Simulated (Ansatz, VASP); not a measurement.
Sn: VASP beside Ansatz

The input INCAR:

```
PREC = Accurate
ENCUT = 520
EDIFF = 1E-6
ISMEAR = 0
SIGMA = 0.15
LREAL = False
LASPH = True
NELM = 80
ALGO = Fast
ISIF = 2
LWAVE = False
LCHARG = True
GGA = PS
LELF = True
LVHAR = True
NBANDS = 36
```

File KPOINTS:

```
Automatic mesh
0
Gamma
  16 16 4
```

Contents of POSCAR:

```
Sn
1.0
   -1.7265390000      1.7755470000     -2.3383420000
   -1.7265390000     -1.7755470000      2.3383420000
    0.0000000000     11.8479172266      5.5837929655
Sn
4
Direct
    0.0474119929     -0.0474119929      0.7725625637
    0.2567731418      0.7432268582      0.1103660805
    0.5203194255      0.4796805745      0.3310982416
    0.7838657092      0.2161342908      0.5518304026
```

Input for Ansatz:

```yaml
crystal:
  lattice:
    - [-1.726539, 1.775547, -2.338342]
    - [-1.726539, -1.775547, 2.338342]
    - [0.0, 11.8479172266, 5.5837929655]
  atoms:
    - { symbol: Sn, position: [0.0474119929, -0.0474119929, 0.7725625637] }
    - { symbol: Sn, position: [0.2567731418, 0.7432268582, 0.1103660805] }
    - { symbol: Sn, position: [0.5203194255, 0.4796805745, 0.3310982416] }
    - { symbol: Sn, position: [0.7838657092, 0.2161342908, 0.5518304026] }
basis:
  ecutwfc: 420
kpoints:
  mp_grid: { grid: [16, 16, 4] }
hamiltonian:
  xc: pbesol
scf:
  occupations: { method: gaussian, width: 0.15 }
output:
  forces: true
  stress: true
  eigenvalues: true
```

Alike in both runs: task single point; functional PBEsol; k mesh 16 × 16 × 4; occupations gaussian, width 0.15 eV; no spin polarisation.

|  | VASP | Ansatz |
| --- | --- | --- |
| version | VASP 6.6.1 | Ansatz 0.2.0 |
| potentials or method | VASP PAW PBE potentials, release 64 (Sn_d), cutoff 520 eV | scalar-relativistic, plane waves, PAW |
| valence electrons in the cell | 56 | 56 |

VASP gave:

| Quantity | Value |
| --- | --- |
| gap on the k mesh at the Fermi level (eV) | none |
| pressure (GPa) | -4.4 |
| traceless stress, the component that is largest in VASP (GPa) | 0.29 |
| rms of the force components (eV/Å) | 0.115 |

Task: Estimate Ansatz's values.

Result: gap on the k mesh at the Fermi level (eV): none; pressure (GPa): -4.3; traceless stress, the component that is largest in VASP (GPa): 0.30; rms of the force components (eV/Å): 0.115.

VASP's potentials were made for PBE, not for PBEsol. Atom by atom the forces differ by 0.001 eV/Å (rms over components). A gap of «none» marks a metal or a gap that the smearing closes.
